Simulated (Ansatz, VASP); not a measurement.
**BN: VASP beside Ansatz**

The input INCAR:

```
SYSTEM = BN
PREC = Accurate
ENCUT = 600
EDIFF = 1E-6
ISMEAR = 0
SIGMA = 0.02
LREAL = .False.
LASPH = .True.
NELM = 80
ALGO = Normal
ISIF = 3
LWAVE = .False.
LCHARG = .False.
GGA = PS
IBRION = 2
NSW = 65
EDIFFG = -0.01
```

The input KPOINTS:

```
Automatic mesh
0
Gamma
  12 12 4
  0 0 0
```

POSCAR

```
BN
1.0
    2.5410117668      0.0000000000      0.0000000000
   -1.2705058834      2.2005807414      0.0000000000
    0.0000000000      0.0000000000      6.3049514440
B N
3 3
Direct
    0.0000000000      0.0000000000      0.0000000000
    0.3333333333      0.6666666667      0.3333333333
    0.6666666667      0.3333333333      0.6666666667
    0.0000000000      0.0000000000      0.2500000000
    0.3333333333      0.6666666667      0.5833333333
    0.6666666667      0.3333333333      0.9166666667
```

Input for Ansatz:

```yaml
crystal:
  lattice:
    - [2.5410117668, 0.0, 0.0]
    - [-1.2705058834, 2.2005807414, 0.0]
    - [0.0, 0.0, 6.304951444]
  atoms:
    - { symbol: B, position: [0.0, 0.0, 0.0] }
    - { symbol: "N", position: [0.0, 0.0, 0.25] }
    - { symbol: B, position: [0.3333333333, 0.6666666667, 0.3333333333] }
    - { symbol: "N", position: [0.3333333333, 0.6666666667, 0.5833333333] }
    - { symbol: B, position: [0.6666666667, 0.3333333333, 0.6666666667] }
    - { symbol: "N", position: [0.6666666667, 0.3333333333, 0.9166666667] }
basis:
  ecutwfc: 420
kpoints:
  mp_grid: { grid: [12, 12, 4] }
hamiltonian:
  xc: pbesol
scf:
  occupations: { method: gaussian, width: 0.02 }
output:
  forces: true
  stress: true
  eigenvalues: true
  populations: true
relax:
  adjacent_minimum: "off"
  f_tol: 0.01
  max_steps: 45
  cell: { stress_tol: 0.05 }
```

Alike in both runs: task relaxation of cell and atoms; functional PBEsol; k mesh 12 × 12 × 4; occupations gaussian, width 0.02 eV; no spin polarisation.

```csv
,VASP,Ansatz
version,VASP 6.6.1,Ansatz 0.2.0
potentials or method,"VASP PAW PBE potentials, release 64 (B, N), cutoff 600 eV","scalar-relativistic, plane waves, PAW"
valence electrons in the cell,24,24
```

|  | VASP | Ansatz | Ansatz less VASP |
| --- | --- | --- | --- |
| gap on the k mesh at the Fermi level, each at its own relaxed structure (eV) | 4.28 | 4.30 | +0.014 |
| relaxed volume (Å³/atom) | 5.86 | 5.86 | -0.005 |
| relaxed cell length with the largest relative difference (Å) | 6.247 | 6.245 | -0.0017 |

VASP's potentials were made for PBE, not for PBEsol.
